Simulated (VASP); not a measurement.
Runs of VASP 6.6.1 on B3As2. The structure is that of space group P4mm (No. 99), or close to it. The cells are those of the table. 

| task | cell | k mesh | cutoff (eV) | gap on the mesh (eV) | pressure (GPa) | relaxed volume (Å³/atom) | largest force (eV/Å) |
| --- | --- | --- | --- | --- | --- | --- | --- |
| single point | a = 3.525, b = 3.525, c = 5.191 Å, 5 atoms | 6 × 6 × 4 | 520 | none | -1.9 | - | (a) |
| relaxation of cell and atoms | relaxed from a = 3.525, b = 3.525, c = 5.191 Å, 5 atoms | 6 × 6 × 4 | 600 | none | -0.1 | 12.86 | 0.01 |
| single point | a = 3.795, b = 3.795, c = 4.451 Å, 5 atoms | 10 × 10 × 8 | 520 | none | 0.3 | - | 0.06 |
| single point | a = 3.788, b = 3.788, c = 4.449 Å, 5 atoms | 6 × 6 × 4 | 520 | none | 0.6 | - | (b) |
| relaxation of cell and atoms | relaxed from a = 3.788, b = 3.788, c = 4.449 Å, 5 atoms | 10 × 10 × 8 | 600 | none | 0.0 | 12.86 | 0.01 |

Alike in all rows: level PBE; potentials or basis VASP PAW PBE potentials, release 64 (B, As); no spin polarisation; smearing gaussian 0.1 eV.

Problem. Estimate the missing entries.

Solution. (a) 0.67; (b) 0.02.

A k mesh can miss the band edges, and the runs leave out spin-orbit coupling on As.

A gap of «none» marks levels without a gap at the run's occupations.
